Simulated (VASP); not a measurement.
**GaSb: single point with PBEsol**

GaSb:

```
Ga Sb
1.0
     0.00000    2.90283    3.05561
     2.90283    0.00000    3.05561
     2.90283    2.90283    0.00000
Ga Sb
1 1
Direct
  0.00000 0.00000 0.00000
  0.75000 0.75000 0.75000
```

This cell differs from its parent crystal: strain -0.050 along x and y, +0.000 along z.

| Quantity | Value |
| --- | --- |
| Program | VASP 6.6.1 |
| Task | single point |
| Functional | PBEsol |
| Potentials or basis | VASP PAW PBE potentials, release 64 (Ga_d, Sb) |
| Cutoff | 520 eV |
| k mesh | 18 × 18 × 18 |
| Occupations | gaussian, width 0.15 eV |
| Spin | no spin polarisation |

```
Pressure               : 6.9 GPa
Band gap on the k mesh : 0.38 eV (least direct gap 0.64 eV)
```

Stress tensor (GPa, compression positive):
```
7.71 0.00 0.00
0.00 7.71 0.00
0.00 0.00 5.15
```

Levels at points of the mesh, in eV from the valence-band top:
```csv
k point,band 5,band 6,band 7,band 8,band 9,band 10,band 11,band 12,band 13,band 14
"(0.00, 0.00, 0.00)",-15.29,-12.41,-0.35,0.00,0.00,0.64,2.57,2.57,2.72,5.61
"(0.50, 0.00, 0.00)",-15.29,-10.48,-7.08,-1.68,-1.23,0.42,3.48,3.76,6.13,9.59
"(0.50, 0.50, 0.00)",-15.29,-9.65,-7.65,-2.86,-2.86,0.87,1.08,9.24,9.24,10.68
"(0.50, 0.00, 0.50)",-15.28,-9.41,-7.37,-3.23,-3.18,0.45,0.71,9.06,9.09,10.56
```

Run time: 97 s on 1 thread of Intel(R) Xeon(R) 6975P-C (Granite Rapids), with other jobs on the host, peak memory 0.51 GiB.

Caveat: the cell differs from its parent crystal (strain -0.050 along x and y, +0.000 along z); the cell stands under pressure; the PAW data sets were made with another functional, which shifts forces and pressure a little; spin-orbit coupling is left out, which moves the levels of the heavy elements. A k mesh can miss the band edges.
